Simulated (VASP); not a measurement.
## TiC: single point with PBEsol

TiC:

```
Ti C
1.0
     0.00000    2.16400    2.16400
     2.16400    0.00000    2.16400
     2.16400    2.16400    0.00000
Ti C
1 1
Direct
  0.93935 0.93935 0.06065
  0.50000 0.50000 0.50000
```

This cell differs from its parent crystal: all Ti atoms moved +0.263 Å, as atom 1 towards its neighbour atom 2 (C) at 2.164 Å.

| Quantity | Value |
| --- | --- |
| Program | VASP 6.6.1 |
| Task | single point |
| Functional | PBEsol |
| Potentials or basis | VASP PAW PBE potentials, release 64 (Ti_sv, C) |
| Cutoff | 520 eV |
| k mesh | 18 × 18 × 18 |
| Occupations | gaussian, width 0.15 eV |
| Spin | no spin polarisation |
| Dipole correction | no |
| Further INCAR settings | ALGO = Normal; EDIFF = 1e-06; NBANDS = 15 |

```yaml
Pressure: 2.8 GPa
Largest_force: 2.881 eV/Å
Band_gap_on_the_k_mesh: zero (bands 8 and 9 overlap by 0.87 eV)
```

Forces on the atoms (eV/Å):
```
Ti   0.000  0.000  2.881
C    0.000  0.000 -2.881
```

Stress tensor (GPa, compression positive):
```
-4.94  0.00  0.00
 0.00 -4.94  0.00
 0.00  0.00 18.33
```

Levels at points of the mesh, in eV from the Fermi level:
| k point | band 5 | band 6 | band 7 | band 8 | band 9 | band 10 | band 11 | band 12 |
| --- | --- | --- | --- | --- | --- | --- | --- | --- |
| (0.00, 0.00, 0.00) | -12.29 | -0.43 | -0.43 | -0.27 | 0.71 | 1.78 | 3.06 | 3.06 |
| (0.50, 0.00, 0.00) | -8.85 | -5.81 | -2.83 | -2.75 | 2.83 | 3.00 | 4.18 | 6.72 |
| (0.50, 0.50, 0.00) | -9.96 | -3.15 | -1.67 | 0.00 | 0.00 | 2.81 | 3.55 | 3.55 |
| (0.00, 0.50, 0.50) | -9.94 | -3.44 | -2.72 | -0.37 | 1.32 | 3.46 | 3.55 | 3.55 |

It took 2.1 min on 1 thread of Intel Xeon 8259CL, with other jobs on the host, peak memory 0.26 GiB.

Caveat: the cell differs from its parent crystal (all Ti atoms moved +0.263 Å, as atom 1 towards its neighbour atom 2 (C) at 2.164 Å); the PAW data sets were made with another functional, which shifts forces and pressure a little.
